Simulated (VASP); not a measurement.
## ZnSe: single point with PBEsol

The system is ZnSe.

```
CELL_PARAMETERS angstrom
4.02612 0.00000 0.00000
0.00000 4.02612 0.00000
0.00000 0.00000 5.52864
ATOMIC_POSITIONS crystal
Zn 0.00000 0.00000 0.00000
Zn 0.50000 0.50000 0.00000
Se 0.00000 0.50000 0.32243
Se 0.50000 0.00000 0.67757
```

```yaml
Program: VASP 6.6.1
Task: single point
Functional: PBEsol
Potentials_or_basis: VASP PAW PBE potentials, release 64 (Zn, Se)
Cutoff: 520 eV
k_mesh: 8 × 8 × 6
Occupations: gaussian, width 0.05 eV
Spin: no spin polarisation
Dipole_correction: no
Further_INCAR_settings: ALGO = Normal; EDIFF = 1e-06; NBANDS = 26
```

```yaml
Pressure: -7.6 GPa
Largest_force: 2.349 eV/Å
Band_gap_on_the_k_mesh: 0.55 eV, direct
```

Forces in eV/Å, atoms in the order of the input:
```
Zn   0.000  0.000  0.000
Zn   0.000  0.000  0.000
Se   0.000  0.000 -2.349
Se   0.000  0.000  2.349
```

Stress tensor (GPa, compression positive):
```
 -4.81   0.00   0.00
  0.00  -4.81   0.00
  0.00   0.00 -13.15
```

Levels at points of the mesh, in eV from the valence-band top:
| k point | band 16 | band 17 | band 18 | band 19 | band 20 | band 21 |
| --- | --- | --- | --- | --- | --- | --- |
| (0.00, 0.00, 0.00) | -1.42 | 0.00 | 0.00 | 0.55 | 1.80 | 3.19 |
| (0.50, 0.00, 0.00) | -3.12 | -1.07 | -1.07 | 3.12 | 3.12 | 4.00 |
| (0.50, 0.50, 0.00) | -2.67 | -1.93 | -1.93 | 1.23 | 1.23 | 1.51 |
| (0.00, 0.00, 0.50) | -1.51 | -1.45 | -1.45 | 2.20 | 3.00 | 3.06 |
| (0.50, 0.00, 0.50) | -1.06 | -0.97 | -0.97 | 1.15 | 1.15 | 5.07 |
| (0.50, 0.50, 0.50) | -3.78 | -3.34 | -3.34 | 3.63 | 3.63 | 3.70 |

It took 45 s on 1 thread of Intel(R) Xeon(R) 6975P-C (Granite Rapids), with other jobs on the host, peak memory 0.25 GiB.

Caveat: the PAW data sets were made with another functional, which shifts forces and pressure a little. A hybrid or GW would open this gap; PBEsol tends to underestimate it.
